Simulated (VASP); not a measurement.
# Be2PtBr6 (Fm-3m) in VASP: a series of runs

Be2PtBr6 is run at these levels: PBE; tasks: single point, relaxation of cell and atoms.

Program: VASP 6.6.1. These are calculated values, not measurements. Logs are shortened: lines on timing, memory, paths and dates and some standing lists are left out, and cuts for length are marked.

**1. The cell of the first run**

The structure is cubic, space group Fm-3m (No. 225). Conventional cell: a = 9.184 Å, b = 9.184 Å, c = 9.184 Å, α = 90.00°, β = 90.00°, γ = 90.00°. Within 3.0 Å of Be (site symmetry -43m) lie 6 Br at 2.30 Å. Within 4.3 Å of Pt (site symmetry m-3m) lie 12 Br at 3.25 Å and 8 Be at 3.98 Å. Br (site symmetry mmm) has 2 Be at 2.30 Å within 3.0 Å.

**2. Single point, PBE (atoms taken out)**

INCAR

```
SYSTEM = Be2PtBr6
PREC = Accurate
ENCUT = 520
EDIFF = 1E-7
ISMEAR = 0
SIGMA = 0.1
LREAL = .False.
LASPH = .True.
NELM = 80
ALGO = Normal
ISIF = 2
LWAVE = .False.
LCHARG = .False.
GGA = PE
NBANDS = 38
```

KPOINTS

```
regular mesh
0
Gamma
  4 4 4
  0 0 0
```

POSCAR

```
Be2PtBr6
1.0
    0.0000000000      4.5919060400      4.5919060400
    4.5919060400      0.0000000000      4.5919060400
    4.5919060400      4.5919060400      0.0000000000
Be Pt Br
2 1 6
Direct
    0.7500000000      0.7500000000      0.7500000000
    0.2500000000      0.2500000000      0.2500000000
    0.0000000000      0.0000000000      0.0000000000
    0.5000000000      0.0000000000      0.0000000000
    0.0000000000      0.5000000000      0.5000000000
    0.0000000000      0.5000000000      0.0000000000
    0.5000000000      0.0000000000      0.5000000000
    0.0000000000      0.0000000000      0.5000000000
    0.5000000000      0.5000000000      0.0000000000
```

Potentials or basis: VASP PAW PBE potentials, release 64 (Be, Pt, Br).

Command:

```bash
$ cat potpaw_PBE.64/Be/POTCAR potpaw_PBE.64/Pt/POTCAR potpaw_PBE.64/Br/POTCAR > POTCAR
$ mpirun -np 1 vasp_std > vasp.out
```

OUTCAR:

```text
SYSTEM = Be2PtBr6
   PREC = Accurate
   ENCUT = 520
   EDIFF = 1E-7
   ISMEAR = 0
   LREAL = .False.
   LASPH = .True.
   NELM = 80
   ISIF = 2
   GGA = PE

 ion  position               nearest neighbor table
   1  0.750  0.750  0.750-   4 2.30   5 2.30   6 2.30   7 2.30   8 2.30   9 2.30
   2  0.250  0.250  0.250-   4 2.30   5 2.30   6 2.30   7 2.30   8 2.30   9 2.30
   3  0.000  0.000  0.000-
   4  0.500  0.000  0.000-   1 2.30   2 2.30
   5  0.000  0.500  0.500-   1 2.30   2 2.30
   6  0.000  0.500  0.000-   1 2.30   2 2.30
   7  0.500  0.000  0.500-   1 2.30   2 2.30
   8  0.000  0.000  0.500-   1 2.30   2 2.30
   9  0.500  0.500  0.000-   1 2.30   2 2.30

  LATTYP: Found a face centered cubic cell.
 ALAT       =     9.1838120800

  Lattice vectors:

 A1 = (   0.0000000000,   4.5919060400,   4.5919060400)
 A2 = (   4.5919060400,   0.0000000000,   4.5919060400)
 A3 = (   4.5919060400,   4.5919060400,   0.0000000000)

Analysis of symmetry for initial positions (statically):
=====================================================================
 Subroutine PRICEL returns:
 Original cell was already a primitive cell.

 Routine SETGRP: Setting up the symmetry group for a
 face centered cubic supercell.

 Subroutine GETGRP returns: Found 48 space group operations
 (whereof 48 operations were pure point group operations)
 out of a pool of 48 trial point group operations.

The static configuration has the point symmetry O_h .

Analysis of symmetry for dynamics (positions and initial velocities):
=====================================================================
 Subroutine PRICEL returns:
 Original cell was already a primitive cell.

 Routine SETGRP: Setting up the symmetry group for a
 face centered cubic supercell.

 Subroutine GETGRP returns: Found 48 space group operations
 (whereof 48 operations were pure point group operations)
 out of a pool of 48 trial point group operations.

The dynamic configuration has the point symmetry O_h .

 Subroutine INISYM returns: Found 48 space group operations
 (whereof 48 operations are pure point group operations),
 and found     1 'primitive' translations

----------------------------------------------------------------------------------------

                                     Primitive cell

  volume of cell :     193.6462

  direct lattice vectors                    reciprocal lattice vectors
     0.000000000  4.591906040  4.591906040    -0.108887245  0.108887245  0.108887245
     4.591906040  0.000000000  4.591906040     0.108887245 -0.108887245  0.108887245
     4.591906040  4.591906040  0.000000000     0.108887245  0.108887245 -0.108887245

  length of vectors
     6.493935799  6.493935799  6.493935799     0.188598241  0.188598241  0.188598241

  position of ions in fractional coordinates (direct lattice)
     0.750000000  0.750000000  0.750000000
     0.250000000  0.250000000  0.250000000
     0.000000000  0.000000000  0.000000000
     0.500000000  0.000000000  0.000000000
     0.000000000  0.500000000  0.500000000
     0.000000000  0.500000000  0.000000000
     0.500000000  0.000000000  0.500000000
     0.000000000  0.000000000  0.500000000
     0.500000000  0.500000000  0.000000000

  ion indices of the primitive-cell ions
   primitive index   ion index
                 1           1
                 2           2
                 3           3
                 4           4
                 5           5
                 6           6
                 7           7
                 8           8
                 9           9

----------------------------------------------------------------------------------------

 KPOINTS: regular mesh

Automatic generation of k-mesh.
 Grid dimensions read from file:
 generate k-points for:    4    4    4

 Generating k-lattice:

  Cartesian coordinates                     Fractional coordinates (reciprocal lattice)
    -0.027221811  0.027221811  0.027221811     0.250000000  0.000000000  0.000000000
     0.027221811 -0.027221811  0.027221811     0.000000000  0.250000000  0.000000000
     0.027221811  0.027221811 -0.027221811     0.000000000  0.000000000  0.250000000

  Length of vectors
     0.047149560  0.047149560  0.047149560

  Shift w.r.t. Gamma in fractional coordinates (k-lattice)
     0.000000000  0.000000000  0.000000000

 Subroutine IBZKPT returns following result:
 ===========================================

 Found      8 irreducible k-points:

 Following reciprocal coordinates:
            Coordinates               Weight
  0.000000  0.000000  0.000000      1.000000
  0.250000  0.000000  0.000000      8.000000
  0.500000  0.000000  0.000000      4.000000
  0.250000  0.250000  0.000000      6.000000
  0.500000  0.250000  0.000000     24.000000
 -0.250000  0.250000  0.000000     12.000000
  0.500000  0.500000  0.000000      3.000000
 -0.250000  0.500000  0.250000      6.000000
   k-points           NKPTS =      8   k-points in BZ     NKDIM =      8   number of bands    NBANDS=     38
   number of dos      NEDOS =    301   number of ions     NIONS =      9
   total plane-waves  NPLWV = 110592
   dimension x,y,z NGX =    48 NGY =   48 NGZ =   48
   dimension x,y,z NGXF=    96 NGYF=   96 NGZF=   96
   ions per type =               2   1   6
   NGX,Y,Z   is equivalent  to a cutoff of  12.29, 12.29, 12.29 a.u.
   NGXF,Y,Z  is equivalent  to a cutoff of  24.58, 24.58, 24.58 a.u.
 SYSTEM =  Be2PtBr6
   PREC   = accura    normal or accurate (medium, high low for compatibility)
   ISTART =      0    job   : 0-new  1-cont  2-samecut
   ICHARG =      2    charge: 1-file 2-atom 10-const
   ISPIN  =      1    spin polarized calculation?
   LNONCOLLINEAR =      F non collinear calculations
   LSORBIT =      F    spin-orbit coupling
   LASPH  =      T    aspherical Exc in radial PAW
   ENCUT  =  520.0 eV  38.22 Ry    6.18 a.u.  12.07 12.07 12.07*2*pi/ulx,y,z
   NELM   =     80;   NELMIN=  2; NELMDL= -5     # of ELM steps
   EDIFF  = 0.1E-06   stopping-criterion for ELM
   LREAL  =      F    real-space projection
   EDIFFG = 0.1E-05   stopping-criterion for IOM
   NSW    =      0    number of steps for IOM
   IBRION =     -1    ionic relax: 0-MD 1-quasi-New 2-CG
   NFREE  =      0    steps in history (QN), initial steepest desc. (CG)
   ISIF   =      2    stress and relaxation
   ISYM   =      2    0-nonsym 1-usesym 2-fastsym
   POTIM  = 0.5000    time-step for ionic-motion
   TEBEG  =    0.0;   TEEND  =   0.0 temperature during run
   PSTRESS=    0.0 pullay stress
   NELECT =      56.0000    total number of electrons
   NUPDOWN=      -1.0000    fix difference up-down
   EMIN   =  10.00;   EMAX   =-10.00  energy-range for DOS
   EFERMI =   0.00;   METHOD = LEGACY
   ISMEAR =     0;   SIGMA  =   0.10  broadening in eV -4-tet -1-fermi 0-gaus
   EFERMI_NEDOS =   21; number of points for ismear=-14 and -15
   IALGO  =     38    algorithm
   IMIX   =      4    mixing-type and parameters
     AMIX     =   0.40;   BMIX     =  1.00
     AMIX_MAG =   1.60;   BMIX_MAG =  1.00
  volume/ion in A,a.u.               =      21.52       145.20
  Fermi-wavevector in a.u.,A,eV,Ry     =   1.082600  2.045817 15.946325  1.172022
  Thomas-Fermi vector in A             =   2.218645
   LORBIT       =      0    0 simple, 1 ext, 2 COOP (PROOUT), +10 PAW based schemes
   GGA     = PE    functional components
   LHFCALC =     F    Hartree Fock is set to
   AEXX    =    0.0000 exact exchange contribution
   IVDW    =     0    specifies the selected vdW correction
   LEPSILON=     F    determine dielectric tensor
   LRPA    =     F    only Hartree local field effects (RPA)
 non-spin polarized calculation
 Gauss-broadening in eV      SIGMA  =   0.10
  energy-cutoff  :      520.00
  volume of cell :      193.65
 maximum number of plane-waves:      5238
   NGX = 25   NGY = 25   NGZ = 25

 number of electron      55.9999986 magnetization

 Free energy of the ion-electron system (eV)
  ---------------------------------------------------
  ext. energy  EPLUGINS =         0.00000000
  ---------------------------------------------------
  free energy    TOTEN  =       -22.03799171 eV

  energy without entropy =      -22.00293326  energy(sigma->0) =      -22.02046248

 E-fermi :   3.0497     XC(G=0):  -9.4009

 val. band max:        3.0183782375   @ k =  -0.2500   0.5000   0.2500
 cond. band min:       3.0531741678   @ k =   0.2500   0.0000   0.0000
 fundamental gap:      0.0347959302
 Fermi energy:         3.0496943873

 k-point     1 :       0.0000    0.0000    0.0000
  band No.  band energies     occupation
      1     -13.1810      2.00000
      2     -11.7770      2.00000
      3     -11.7770      2.00000
      4     -11.7770      2.00000
      5     -10.9995      2.00000
      6     -10.9995      2.00000
[... 30 lines left out ...]
     37      10.2235      0.00000
     38      10.2235      0.00000

 k-point     2 :       0.2500    0.0000    0.0000
  band No.  band energies     occupation
      1     -13.0140      2.00000
      2     -12.0356      2.00000
      3     -11.6816      2.00000
      4     -11.6816      2.00000
      5     -11.1363      2.00000
      6     -11.1363      2.00000
[... 30 lines left out ...]
     37      10.7727      0.00000
     38      10.7728      0.00000

 k-point     3 :       0.5000    0.0000    0.0000
  band No.  band energies     occupation
      1     -12.5755      2.00000
      2     -12.5601      2.00000
      3     -11.4308      2.00000
      4     -11.4308      2.00000
      5     -11.4272      2.00000
      6     -11.4272      2.00000
[... 30 lines left out ...]
     37      10.5191      0.00000
[... 125 lines left out ...]
 k-point     7 :       0.5000    0.5000    0.0000
  band No.  band energies     occupation
      1     -12.5815      2.00000
      2     -11.8877      2.00000
      3     -11.8787      2.00000
      4     -11.8225      2.00000
      5     -11.8225      2.00000
      6     -10.9671      2.00000
[... 30 lines left out ...]
     37      10.4113      0.00000
     38      10.4265      0.00000

 k-point     8 :      -0.2500    0.5000    0.2500
  band No.  band energies     occupation
      1     -12.3803      2.00000
      2     -12.3803      2.00000
      3     -11.8616      2.00000
      4     -11.8492      2.00000
      5     -11.2452      2.00000
      6     -11.2452      2.00000
[... 30 lines left out ...]
     37      10.4084      0.00000
     38      11.3549      0.00000

------------------------ aborting loop because EDIFF is reached ----------------------------------------

  FORCE on cell =-STRESS in cart. coord.  units (eV):
  Direction    XX          YY          ZZ          XY          YZ          ZX
  --------------------------------------------------------------------------------------
  -------------------------------------------------------------------------------------
  Total        8.5882023      8.5882023      8.5882023     -0.0000000      0.0000000      0.0000000
  in kB       71.0565104     71.0565104     71.0565104     -0.0000000      0.0000000      0.0000000
  external PRESSURE =      71.0565104 kB  Pullay stress =       0.0000000 kB

 VOLUME and BASIS-vectors are now :
 -----------------------------------------------------------------------------
  energy-cutoff  :      520.00
  volume of cell :      193.65
      direct lattice vectors                 reciprocal lattice vectors
     0.000000000  4.591906040  4.591906040    -0.108887245  0.108887245  0.108887245
     4.591906040  0.000000000  4.591906040     0.108887245 -0.108887245  0.108887245
     4.591906040  4.591906040  0.000000000     0.108887245  0.108887245 -0.108887245

 POSITION                                       TOTAL-FORCE (eV/Angst)
 -----------------------------------------------------------------------------------
      6.88786      6.88786      6.88786         0.000000      0.000000      0.000000
      2.29595      2.29595      2.29595        -0.000000     -0.000000     -0.000000
      0.00000      0.00000      0.00000        -0.000000     -0.000000     -0.000000
      0.00000      2.29595      2.29595        -0.000000     -0.000000     -0.000000
      4.59191      2.29595      2.29595        -0.000000     -0.000000     -0.000000
      2.29595      0.00000      2.29595        -0.000000     -0.000000     -0.000000
      2.29595      4.59191      2.29595        -0.000000     -0.000000     -0.000000
      2.29595      2.29595      0.00000        -0.000000     -0.000000     -0.000000
      2.29595      2.29595      4.59191        -0.000000     -0.000000     -0.000000
 -----------------------------------------------------------------------------------
    total drift:                                0.000000      0.000000     -0.000000

  FREE ENERGIE OF THE ION-ELECTRON SYSTEM (eV)
  ---------------------------------------------------
  free  energy   TOTEN  =       -22.0379917103 eV

  energy  without entropy=      -22.0029332574  energy(sigma->0) =      -22.02046248
```

Wall time 1.9 min (1 thread of Intel Xeon 8259CL, shared host); peak memory 0.35 GiB.

What came out:

- Free energy: -22.0380 eV
- Pressure: 7.1 GPa
- Band gap on the k mesh: zero (bands 28 and 29 overlap by 0.27 eV)

Levels at points of the mesh, in eV from the Fermi level:
```
           k point  band 25  band 26  band 27  band 28  band 29  band 30
(0.00, 0.00, 0.00)    -1.00    -1.00    -0.81     0.07     0.07     0.07
(0.50, 0.00, 0.00)    -0.66    -0.64    -0.64     0.18     0.18     1.50
(0.50, 0.50, 0.00)    -1.00    -0.51     0.09     0.09     0.36     2.08
```

Caveat: the cell differs from its parent crystal (atoms taken out); the cell stands under pressure; spin-orbit coupling is left out, which moves the levels of the heavy elements.

**3. Single point, PBE (atoms taken out)**

INCAR

```
SYSTEM = Be2PtBr6
ALGO = Normal
EDIFF = 1E-6
ENCUT = 520
GGA = PE
ISIF = 2
ISMEAR = 0
LASPH = .True.
LCHARG = .False.
LREAL = .False.
LWAVE = .False.
NBANDS = 38
NELM = 60
PREC = Accurate
SIGMA = 0.1
```

KPOINTS

```
k-points
0
Gamma
  4 4 4
  0 0 0
```

Edit POSCAR of step 2 so:

```diff
@@ -2,5 +2,5 @@
 1.0
-    0.0000000000      4.5919060400      4.5919060400
-    4.5919060400      0.0000000000      4.5919060400
-    4.5919060400      4.5919060400      0.0000000000
+    0.0000000000      4.8061855438      4.8061855438
+    4.8061855438      0.0000000000      4.8061855438
+    4.8061855438      4.8061855438      0.0000000000
 Be Pt Br
```

Potentials or basis: VASP PAW PBE potentials, release 64 (Be, Pt, Br).

Command:

```bash
$ cat potpaw_PBE.64/Be/POTCAR potpaw_PBE.64/Pt/POTCAR potpaw_PBE.64/Br/POTCAR > POTCAR
$ mpirun -np 1 vasp_std > vasp.out
```

Wall time 2.9 min (1 thread of Intel Xeon 8259CL, shared host); peak memory 0.39 GiB.

It converged, with:

* Free energy: -22.5783 eV
* Pressure: -0.2 GPa
* Band gap on the k mesh: zero (bands 28 and 29 overlap by 0.20 eV)

Levels at points of the mesh, in eV from the Fermi level:
```
           k point  band 26  band 27  band 28  band 29  band 30  band 31
(0.00, 0.00, 0.00)    -0.82    -0.40     0.05     0.05     0.05     1.36
(0.50, 0.00, 0.00)    -0.51    -0.50     0.13     0.13     1.44     2.89
(0.50, 0.50, 0.00)    -0.38     0.07     0.07     0.27     1.91     4.09
```

Caveat: the cell differs from its parent crystal (atoms taken out); spin-orbit coupling is left out, which moves the levels of the heavy elements.

**4. Relaxation of cell and atoms, PBE (atoms taken out)**

INCAR

```
PREC = Accurate ; ENCUT = 600
EDIFF = 1E-7 ; ISMEAR = 0
SIGMA = 0.1 ; LREAL = F
LASPH = T ; NELM = 60
ALGO = Normal ; ISIF = 3
LWAVE = F ; LCHARG = F
GGA = PE ; IBRION = 2
NSW = 90 ; EDIFFG = -0.04
```

KPOINTS

```
regular mesh
0
Gamma
  4 4 4
```

Edit POSCAR of step 3 so:

```diff
@@ -2,5 +2,5 @@
 1.0
-    0.0000000000      4.8061855438      4.8061855438
-    4.8061855438      0.0000000000      4.8061855438
-    4.8061855438      4.8061855438      0.0000000000
+    0.0000000000      4.5919060400      4.5919060400
+    4.5919060400      0.0000000000      4.5919060400
+    4.5919060400      4.5919060400      0.0000000000
 Be Pt Br
```

Command:

```bash
$ cat potpaw_PBE.64/Be/POTCAR potpaw_PBE.64/Pt/POTCAR potpaw_PBE.64/Br/POTCAR > POTCAR
$ mpirun -np 1 vasp_std > vasp.out
```

Run time: 5.3 min. Hardware: 1 thread of Intel Xeon 8259CL, shared host; peak memory 0.45 GiB.

Results (log left out):

```yaml
Free_energy: -22.5768 eV
Relaxed_volume: 24.63 Å³/atom
Relaxed_cell: a = 6.793 Å, b = 6.793 Å, c = 6.793 Å, α = 60.00°, β = 60.00°, γ = 60.00°
Space_group_after_relaxing_to_0.1_Å: Fm-3m (No. 225)
Energy_gained_by_relaxing: 59.9 meV/atom
Ionic_steps: 2
Pressure_after_relaxing: -0.1 GPa
Band_gap_on_the_k_mesh: zero (bands 28 and 29 overlap by 0.20 eV)
```

The path:
| step | energy change (eV) | largest force (eV/Å) | pressure (GPa) | volume (Å³) |
| --- | --- | --- | --- | --- |
| 1 | 0.0000 | 0.0000 | 7.11 | 193.65 |
| 2 | -0.5389 | 0.0000 | -0.10 | 221.65 |

Final structure:
```
CELL_PARAMETERS angstrom
0.00000 4.80338 4.80338
4.80338 0.00000 4.80338
4.80338 4.80338 0.00000
ATOMIC_POSITIONS crystal
Be 0.75000 0.75000 0.75000
Be 0.25000 0.25000 0.25000
Pt 0.00000 0.00000 0.00000
Br 0.50000 0.00000 0.00000
Br 0.00000 0.50000 0.50000
Br 0.00000 0.50000 0.00000
Br 0.50000 0.00000 0.50000
Br 0.00000 0.00000 0.50000
Br 0.50000 0.50000 0.00000
```

Levels at points of the mesh, in eV from the Fermi level:
| k point | band 25 | band 26 | band 27 | band 28 | band 29 | band 30 | band 31 | band 32 |
| --- | --- | --- | --- | --- | --- | --- | --- | --- |
| (0.00, 0.00, 0.00) | -0.82 | -0.82 | -0.41 | 0.05 | 0.05 | 0.05 | 1.36 | 3.97 |
| (0.50, 0.00, 0.00) | -0.51 | -0.51 | -0.50 | 0.13 | 0.13 | 1.44 | 2.89 | 3.23 |
| (0.50, 0.50, 0.00) | -0.74 | -0.39 | 0.07 | 0.07 | 0.27 | 1.91 | 4.09 | 4.53 |

Caveat: the cell differs from its parent crystal (atoms taken out); spin-orbit coupling is left out, which moves the levels of the heavy elements.

**5. The runs side by side**

```csv
task,cell,cutoff (eV),gap on the mesh (eV),pressure (GPa)
single point,"a = 6.494 Å, angles 60.0°, 9 atoms",520,none,7.1
single point,"a = 6.797 Å, angles 60.0°, 9 atoms",520,none,-0.2
relaxation of cell and atoms,"relaxed from a = 6.494 Å, angles 60.0°, 9 atoms",600,none,-0.1
```

Alike in all rows: level PBE; potentials or basis VASP PAW PBE potentials, release 64 (Be, Pt, Br); no spin polarisation; k mesh 4 × 4 × 4; smearing gaussian 0.1 eV.

Caveats: spin-orbit coupling is left out, which moves the levels of the heavy elements; the cell stands under pressure (at least some runs).

Absolute energies hang on the potentials; compare differences alone.
